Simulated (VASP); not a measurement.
# Fe (Pm-3m) in VASP: notebook

The runs below take Fe through single point, relaxation of cell and atoms, with PBE.

Program: VASP 6.6.1. These are calculated values, not measurements. Logs are shortened: lines on timing, memory, paths and dates and some standing lists are left out, and cuts for length are marked.

## Step 1: The cell of the first run

The structure is cubic, space group Pm-3m (No. 221). Conventional cell: a = 2.108 Å, b = 2.108 Å, c = 2.108 Å, α = 90.00°, β = 90.00°, γ = 90.00°. Fe (site symmetry m-3m) has 6 Fe at 2.11 Å within 2.8 Å.

## Step 2: Single point, PBE, collinear spin, ferromagnetic start

INCAR

```
PREC     = Accurate       # precision mode
ENCUT    = 520            # plane-wave cutoff, eV
EDIFF    = 1E-6           # SCF threshold, eV
ISMEAR   = -1             # smearing method
SIGMA    = 0.08           # smearing width, eV
LREAL    = F              # projectors in reciprocal space
LASPH    = T              # aspherical terms in the spheres
NELM     = 150            # most SCF steps
ALGO     = Normal         # electronic algorithm
ISIF     = 2              # what is computed and relaxed
LWAVE    = F              # write WAVECAR
LCHARG   = F              # write CHGCAR
ISPIN    = 2              # spin polarisation
MAGMOM   = 2.5            # initial moments
LORBIT   = 11             # projections on sites
LMAXMIX  = 4              # l up to which the mixer works
GGA      = PE             # functional
NBANDS   = 14             # bands
```

KPOINTS

```
Automatic mesh
0
Gamma
  18 18 18
```

POSCAR

```
Fe
1.0
    2.1080818389      0.0000000000      0.0000000000
    0.0000000000      2.1080818389      0.0000000000
    0.0000000000      0.0000000000      2.1080818389
Fe
1
Direct
    0.0000000000      0.0000000000      0.0000000000
```

Potentials or basis: VASP PAW PBE potentials, release 64 (Fe).

Command:

```console
$ cat potpaw_PBE.64/Fe/POTCAR > POTCAR
$ mpirun -np 1 vasp_std > vasp.out
```

OUTCAR:

```text
PREC = Accurate
   ENCUT = 520
   EDIFF = 1E-6
   ISMEAR = -1
   LREAL = F
   LASPH = T
   NELM = 150
   ISIF = 2
   ISPIN = 2
   LORBIT = 11
   GGA = PE

 ion  position               nearest neighbor table
   1  0.000  0.000  0.000-

  LATTYP: Found a simple cubic cell.
 ALAT       =     2.1080818389

  Lattice vectors:

 A1 = (   2.1080818389,   0.0000000000,   0.0000000000)
 A2 = (   0.0000000000,   2.1080818389,   0.0000000000)
 A3 = (   0.0000000000,   0.0000000000,   2.1080818389)

Analysis of symmetry for initial positions (statically):
=====================================================================
 Subroutine PRICEL returns:
 Original cell was already a primitive cell.

 Routine SETGRP: Setting up the symmetry group for a
 simple cubic supercell.

 Subroutine GETGRP returns: Found 48 space group operations
 (whereof 48 operations were pure point group operations)
 out of a pool of 48 trial point group operations.

The static configuration has the point symmetry O_h .

Analysis of symmetry for dynamics (positions and initial velocities):
=====================================================================
 Subroutine PRICEL returns:
 Original cell was already a primitive cell.

 Routine SETGRP: Setting up the symmetry group for a
 simple cubic supercell.

 Subroutine GETGRP returns: Found 48 space group operations
 (whereof 48 operations were pure point group operations)
 out of a pool of 48 trial point group operations.

The dynamic configuration has the point symmetry O_h .

Analysis of structural, dynamic, and magnetic symmetry:
=====================================================================
 Subroutine PRICEL returns:
 Original cell was already a primitive cell.

 Routine SETGRP: Setting up the symmetry group for a
 simple cubic supercell.

 Subroutine GETGRP returns: Found 48 space group operations
 (whereof 48 operations were pure point group operations)
 out of a pool of 48 trial point group operations.

The overall configuration has the point symmetry O_h .

 Subroutine INISYM returns: Found 48 space group operations
 (whereof 48 operations are pure point group operations),
 and found     1 'primitive' translations

----------------------------------------------------------------------------------------

                                     Primitive cell

  volume of cell :       9.3683

  direct lattice vectors                    reciprocal lattice vectors
     2.108081839  0.000000000  0.000000000     0.474364885  0.000000000  0.000000000
     0.000000000  2.108081839  0.000000000     0.000000000  0.474364885  0.000000000
     0.000000000  0.000000000  2.108081839     0.000000000  0.000000000  0.474364885

  length of vectors
     2.108081839  2.108081839  2.108081839     0.474364885  0.474364885  0.474364885

  position of ions in fractional coordinates (direct lattice)
     0.000000000  0.000000000  0.000000000

  ion indices of the primitive-cell ions
   primitive index   ion index
                 1           1

----------------------------------------------------------------------------------------

 KPOINTS: Automatic mesh

Automatic generation of k-mesh.
 Grid dimensions read from file:
 generate k-points for:   18   18   18

 Generating k-lattice:

  Cartesian coordinates                     Fractional coordinates (reciprocal lattice)
     0.026353605  0.000000000  0.000000000     0.055555556  0.000000000  0.000000000
     0.000000000  0.026353605  0.000000000     0.000000000  0.055555556  0.000000000
     0.000000000  0.000000000  0.026353605     0.000000000  0.000000000  0.055555556

  Length of vectors
     0.026353605  0.026353605  0.026353605

  Shift w.r.t. Gamma in fractional coordinates (k-lattice)
     0.000000000  0.000000000  0.000000000

 Subroutine IBZKPT returns following result:
 ===========================================

 Found    220 irreducible k-points:

 Following reciprocal coordinates:
            Coordinates               Weight
  0.000000  0.000000  0.000000      1.000000
  0.055556  0.000000  0.000000      6.000000
  0.111111  0.000000  0.000000      6.000000
  0.166667  0.000000  0.000000      6.000000
  0.222222  0.000000  0.000000      6.000000
  0.277778  0.000000  0.000000      6.000000
[... 16 lines left out ...]
  0.277778  0.111111  0.000000     24.000000
  0.333333  0.111111  0.000000     24.000000
 [... further k-points ...]
   k-points           NKPTS =    220   k-points in BZ     NKDIM =    220   number of bands    NBANDS=     14
   number of dos      NEDOS =    301   number of ions     NIONS =      1
   total plane-waves  NPLWV =   4096
   dimension x,y,z NGX =    16 NGY =   16 NGZ =   16
   dimension x,y,z NGXF=    32 NGYF=   32 NGZF=   32
   ions per type =               1
   NGX,Y,Z   is equivalent  to a cutoff of  12.62, 12.62, 12.62 a.u.
   NGXF,Y,Z  is equivalent  to a cutoff of  25.24, 25.24, 25.24 a.u.
 SYSTEM =  unknown system
   PREC   = accura    normal or accurate (medium, high low for compatibility)
   ISTART =      0    job   : 0-new  1-cont  2-samecut
   ICHARG =      2    charge: 1-file 2-atom 10-const
   ISPIN  =      2    spin polarized calculation?
   LNONCOLLINEAR =      F non collinear calculations
   LSORBIT =      F    spin-orbit coupling
   LASPH  =      T    aspherical Exc in radial PAW
   ENCUT  =  520.0 eV  38.22 Ry    6.18 a.u.   3.92  3.92  3.92*2*pi/ulx,y,z
   NELM   =    150;   NELMIN=  2; NELMDL= -5     # of ELM steps
   EDIFF  = 0.1E-05   stopping-criterion for ELM
   LREAL  =      F    real-space projection
   EDIFFG = 0.1E-04   stopping-criterion for IOM
   NSW    =      0    number of steps for IOM
   IBRION =     -1    ionic relax: 0-MD 1-quasi-New 2-CG
   NFREE  =      0    steps in history (QN), initial steepest desc. (CG)
   ISIF   =      2    stress and relaxation
   ISYM   =      2    0-nonsym 1-usesym 2-fastsym
   POTIM  = 0.5000    time-step for ionic-motion
   TEBEG  =    0.0;   TEEND  =   0.0 temperature during run
   PSTRESS=    0.0 pullay stress
   NELECT =       8.0000    total number of electrons
   NUPDOWN=      -1.0000    fix difference up-down
   EMIN   =  10.00;   EMAX   =-10.00  energy-range for DOS
   EFERMI =   0.00;   METHOD = LEGACY
   ISMEAR =    -1;   SIGMA  =   0.08  broadening in eV -4-tet -1-fermi 0-gaus
   EFERMI_NEDOS =   21; number of points for ismear=-14 and -15
   IALGO  =     38    algorithm
   IMIX   =      4    mixing-type and parameters
     AMIX     =   0.40;   BMIX     =  1.00
     AMIX_MAG =   1.60;   BMIX_MAG =  1.00
  volume/ion in A,a.u.               =       9.37        63.22
  Fermi-wavevector in a.u.,A,eV,Ry     =   1.553164  2.935055 32.821591  2.412319
  Thomas-Fermi vector in A             =   2.657435
   LORBIT       =     11    0 simple, 1 ext, 2 COOP (PROOUT), +10 PAW based schemes
   GGA     = PE    functional components
   LHFCALC =     F    Hartree Fock is set to
   AEXX    =    0.0000 exact exchange contribution
   IVDW    =     0    specifies the selected vdW correction
   LEPSILON=     F    determine dielectric tensor
   LRPA    =     F    only Hartree local field effects (RPA)
 spin polarized calculation
  energy-cutoff  :      520.00
  volume of cell :        9.37
 maximum number of plane-waves:       280
 NGX is ok and might be reduce to    16
   NGX =  7   NGY =  7   NGZ =  7

 number of electron       8.0000008 magnetization       0.0067319

 number of electron       8.0000008 magnetization      -0.0003155

 Free energy of the ion-electron system (eV)
  ---------------------------------------------------
  ext. energy  EPLUGINS =         0.00000000
  ---------------------------------------------------
  free energy    TOTEN  =        -6.75943449 eV

  energy without entropy =       -6.72408617  energy(sigma->0) =       -6.74176033

 E-fermi :   8.3783     XC(G=0): -14.1540

 val. band max:        8.3774260976   @ k =   0.3333   0.3333   0.0000
 cond. band min:       8.3827911000   @ k =   0.2222   0.1111   0.1111
 fundamental gap:      0.0053650024
 Fermi energy:         8.3783180143

 spin component 1

 k-point     1 :       0.0000    0.0000    0.0000
  band No.  band energies     occupation
      1      -1.2571      1.00000
      2       3.2549      1.00000
      3       3.2549      1.00000
      4       9.6982      0.00000
      5       9.6982      0.00000
      6       9.6982      0.00000
      7      32.0807      0.00000
      8      32.0807      0.00000
      9      32.0807      0.00000
     10      36.8330      0.00000
     11      36.8330      0.00000
     12      42.6406      0.00000
     13      55.9508      0.00000
     14      55.9508      0.00000
[... 375 lines left out ...]
 k-point    24 :       0.3333    0.1111    0.0000
  band No.  band energies     occupation
      1       2.4462      1.00000
      2       4.1717      1.00000
      3       5.5551      1.00000
      4       8.0324      0.98692
      5       8.1648      0.93518
      6       9.5919      0.00000
      7      19.2518      0.00000
      8      31.6932      0.00000
      9      37.2204      0.00000
     10      37.9207      0.00000
     11      41.9456      0.00000
     12      46.4133      0.00000
     13      48.9429      0.00000
     14      49.6205      0.00000

 [... further k-points ...]

 spin component 2

 k-point     1 :       0.0000    0.0000    0.0000
  band No.  band energies     occupation
      1      -1.2572      1.00000
      2       3.2548      1.00000
      3       3.2548      1.00000
      4       9.6978      0.00000
      5       9.6978      0.00000
      6       9.6978      0.00000
      7      32.0806      0.00000
      8      32.0806      0.00000
      9      32.0806      0.00000
     10      36.8328      0.00000
     11      36.8328      0.00000
     12      42.6406      0.00000
     13      55.9506      0.00000
     14      55.9506      0.00000
[... 375 lines left out ...]
 k-point    24 :       0.3333    0.1111    0.0000
  band No.  band energies     occupation
      1       2.4461      1.00000
      2       4.1715      1.00000
      3       5.5550      1.00000
      4       8.0320      0.98699
      5       8.1644      0.93544
      6       9.5915      0.00000
      7      19.2517      0.00000
      8      31.6931      0.00000
      9      37.2203      0.00000
     10      37.9205      0.00000
     11      41.9455      0.00000
     12      46.4132      0.00000
     13      48.9427      0.00000
     14      49.6204      0.00000

 [... further k-points ...]

------------------------ aborting loop because EDIFF is reached ----------------------------------------

  FORCE on cell =-STRESS in cart. coord.  units (eV):
  Direction    XX          YY          ZZ          XY          YZ          ZX
  --------------------------------------------------------------------------------------
  -------------------------------------------------------------------------------------
  Total        4.2076744      4.2076744      4.2076744     -0.0000000     -0.0000000     -0.0000000
  in kB      719.5985994    719.5985994    719.5985994     -0.0000000     -0.0000000     -0.0000000
  external PRESSURE =     719.5985994 kB  Pullay stress =       0.0000000 kB

 VOLUME and BASIS-vectors are now :
 -----------------------------------------------------------------------------
  energy-cutoff  :      520.00
  volume of cell :        9.37
      direct lattice vectors                 reciprocal lattice vectors
     2.108081839  0.000000000  0.000000000     0.474364885  0.000000000  0.000000000
     0.000000000  2.108081839  0.000000000     0.000000000  0.474364885  0.000000000
     0.000000000  0.000000000  2.108081839     0.000000000  0.000000000  0.474364885

 POSITION                                       TOTAL-FORCE (eV/Angst)
 -----------------------------------------------------------------------------------
      0.00000      0.00000      0.00000         0.000000      0.000000      0.000000
 -----------------------------------------------------------------------------------
    total drift:                                0.000000      0.000000     -0.000000

  FREE ENERGIE OF THE ION-ELECTRON SYSTEM (eV)
  ---------------------------------------------------
  free  energy   TOTEN  =        -6.7594344855 eV

  energy  without entropy=       -6.7240861729  energy(sigma->0) =       -6.74176033

 total charge

# of ion       s       p       d       tot
------------------------------------------
    1        0.620   0.653   6.702   7.974

 magnetization (x)

# of ion       s       p       d       tot
------------------------------------------
    1       -0.000  -0.000  -0.000  -0.000
```

Run time: 65 s. Hardware: 1 thread of AMD EPYC 9R45 (Zen 5), shared host; peak memory 0.12 GiB.

What came out:

- Free energy: -6.7594 eV
- Pressure: 72.0 GPa
- Band gap on the k mesh: zero (filled and empty bands overlap)
- Net moment: 0.00 μB per cell
- Valence electrons inside the program's atomic spheres: Fe 7.97

Levels at points of the mesh, in eV from the Fermi level:
Spin up:
```tsv
k point	band 1	band 2	band 3	band 4	band 5	band 6	band 7	band 8
(0.00, 0.00, 0.00)	-9.64	-5.12	-5.12	1.32	1.32	1.32	23.70	23.70
(0.50, 0.00, 0.00)	-4.70	-4.25	-1.67	-0.90	-0.90	1.52	7.55	26.07
(0.50, 0.50, 0.00)	-6.70	-3.30	-0.42	-0.42	2.78	6.89	6.89	14.09
(0.50, 0.50, 0.50)	-4.82	-4.82	-4.82	2.90	2.90	13.13	16.69	16.69
```
Spin down:
```
           k point  band 1  band 2  band 3  band 4  band 5  band 6  band 7  band 8  band 9
(0.00, 0.00, 0.00)   -9.64   -5.12   -5.12    1.32    1.32    1.32   23.70   23.70   23.70
(0.50, 0.00, 0.00)   -4.70   -4.25   -1.67   -0.90   -0.90    1.52    7.55   26.07   31.39
(0.50, 0.50, 0.00)   -6.70   -3.30   -0.42   -0.42    2.78    6.89    6.89   14.09   18.51
(0.50, 0.50, 0.50)   -4.82   -4.82   -4.82    2.90    2.90   13.13   16.69   16.69   16.69
```

Caveat: the starting moments collapsed, and a magnetic state may lie lower.

## Step 3: Single point, PBE, collinear spin, ferromagnetic start

INCAR

```
ALGO = Normal
EDIFF = 1E-6
ENCUT = 520
GGA = PE
ISIF = 2
ISMEAR = -1
ISPIN = 2
LASPH = True
LCHARG = False
LMAXMIX = 4
LORBIT = 11
LREAL = False
LWAVE = False
MAGMOM = 2.5
NBANDS = 14
NELM = 150
PREC = Accurate
SIGMA = 0.08
```

KPOINTS

```
k-points
0
Gamma
  18 18 18
```

POSCAR

```
Fe
1.0
    2.1081773335      0.0000000000      0.0000000000
    0.0000000000      2.1081773335      0.0000000000
    0.0000000000      0.0000000000      2.1081773335
Fe
1
Direct
    0.0000000000      0.0000000000      0.0000000000
```

Potentials or basis: VASP PAW PBE potentials, release 64 (Fe).

Command:

```console
$ cat potpaw_PBE.64/Fe/POTCAR > POTCAR
$ mpirun -np 1 vasp_std > vasp.out
```

It took 62 s on 1 thread of AMD EPYC 9R45 (Zen 5), shared host; peak memory 0.13 GiB.

It converged, with:

```yaml
Free_energy: -6.7600 eV
Pressure: 71.8 GPa
Band_gap_on_the_k_mesh: zero (filled and empty bands overlap)
Net_moment: 0.01 μB per cell
Valence_electrons_inside_the_program's_atomic_spheres: Fe 7.97
```

Levels at points of the mesh, in eV from the Fermi level:
Spin up:
```tsv
k point	band 1	band 2	band 3	band 4	band 5	band 6	band 7	band 8	band 9
(0.00, 0.00, 0.00)	-9.64	-5.13	-5.13	1.31	1.31	1.31	23.70	23.70	23.70
(0.50, 0.00, 0.00)	-4.71	-4.25	-1.67	-0.91	-0.91	1.51	7.55	26.07	31.39
(0.50, 0.50, 0.00)	-6.71	-3.31	-0.43	-0.43	2.78	6.89	6.89	14.09	18.50
(0.50, 0.50, 0.50)	-4.83	-4.83	-4.83	2.90	2.90	13.13	16.69	16.69	16.69
```
Spin down:
```tsv
k point	band 1	band 2	band 3	band 4	band 5	band 6	band 7	band 8	band 9
(0.00, 0.00, 0.00)	-9.63	-5.12	-5.12	1.33	1.33	1.33	23.70	23.70	23.70
(0.50, 0.00, 0.00)	-4.70	-4.24	-1.67	-0.89	-0.89	1.53	7.56	26.07	31.39
(0.50, 0.50, 0.00)	-6.70	-3.30	-0.41	-0.41	2.79	6.89	6.89	14.09	18.51
(0.50, 0.50, 0.50)	-4.81	-4.81	-4.81	2.91	2.91	13.13	16.69	16.69	16.69
```

Caveat: the starting moments collapsed, and a magnetic state may lie lower.

## Step 4: Relaxation of cell and atoms, PBE, collinear spin, ferromagnetic start, target pressure 74 GPa, at which the enthalpy is minimised

INCAR

```
SYSTEM = Fe
  PREC = Accurate
  ENCUT = 600
  EDIFF = 1E-7
  ISMEAR = -1
  SIGMA = 0.08
  LREAL = .False.
  LASPH = .True.
  NELM = 150
  ALGO = Normal
  ISIF = 3
  LWAVE = .False.
  LCHARG = .False.
  ISPIN = 2
  MAGMOM = 2.5
  LORBIT = 11
  LMAXMIX = 4
  GGA = PE
  IBRION = 2
  NSW = 32
  EDIFFG = -0.005
  PSTRESS = 740.0
```

KPOINTS

```
regular mesh
0
Gamma
  18 18 18
  0 0 0
```

POSCAR

```
Fe
1.0
    2.1080818389      0.0000000000      0.0000000000
    0.0000000000      2.1080818389      0.0000000000
    0.0000000000      0.0000000000      2.1080818389
Fe
1
Direct
    0.0000000000      0.0000000000      0.0000000000
```

Command:

```console
$ cat potpaw_PBE.64/Fe/POTCAR > POTCAR
$ mpirun -np 1 vasp_std > vasp.out
```

It took 68 s on 1 thread of AMD EPYC 9R45 (Zen 5), shared host; peak memory 0.13 GiB.

The run converged. Its results:

| Quantity | Value |
| --- | --- |
| Free energy | -6.7404 eV |
| Relaxed volume | 9.33 Å³/atom |
| Relaxed cell | a = 2.105 Å, b = 2.105 Å, c = 2.105 Å, α = 90.00°, β = 90.00°, γ = 90.00° |
| Space group after relaxing (to 0.05 Å) | Pm-3m (No. 221) |
| Energy change on relaxing (the enthalpy is what falls) | +18.8 meV/atom |
| Ionic steps | 3 |
| Pressure after relaxing | 74.0 GPa |
| Band gap on the k mesh | zero (filled and empty bands overlap) |
| Net moment | 0.00 μB per cell |
| Valence electrons inside the program's atomic spheres | Fe 7.99 |

Step by step:
```
step  energy change (eV)  largest force (eV/Å)  pressure (GPa)  volume (Å³)
   1              0.0000                0.0000           71.79         9.37
   2              0.0830                0.0000           81.34         9.19
   3              0.0188                0.0000           74.02         9.33
```

Final structure:
```
Fe
1.0
     2.10497    0.00000    0.00000
     0.00000    2.10497    0.00000
     0.00000    0.00000    2.10497
Fe
1
Direct
  0.00000 0.00000 0.00000
```

Levels at points of the mesh, in eV from the Fermi level:
Spin up:
| k point | band 1 | band 2 | band 3 | band 4 | band 5 | band 6 | band 7 | band 8 |
| --- | --- | --- | --- | --- | --- | --- | --- | --- |
| (0.00, 0.00, 0.00) | -9.66 | -5.15 | -5.15 | 1.33 | 1.33 | 1.33 | 23.77 | 23.77 |
| (0.50, 0.00, 0.00) | -4.72 | -4.27 | -1.68 | -0.90 | -0.90 | 1.53 | 7.59 | 26.12 |
| (0.50, 0.50, 0.00) | -6.75 | -3.32 | -0.42 | -0.42 | 2.80 | 6.91 | 6.91 | 14.13 |
| (0.50, 0.50, 0.50) | -4.85 | -4.85 | -4.85 | 2.92 | 2.92 | 13.13 | 16.77 | 16.77 |
Spin down:
```csv
k point,band 2,band 3,band 4,band 5,band 6,band 7
"(0.00, 0.00, 0.00)",-5.15,-5.15,1.33,1.33,1.33,23.77
"(0.50, 0.00, 0.00)",-4.27,-1.68,-0.90,-0.90,1.53,7.59
"(0.50, 0.50, 0.00)",-3.32,-0.42,-0.42,2.80,6.91,6.91
"(0.50, 0.50, 0.50)",-4.85,-4.85,2.92,2.92,13.13,16.77
```

Caveat: the starting moments collapsed, and a magnetic state may lie lower; the cell is relaxed towards a set pressure, so the enthalpy falls and the energy may rise.
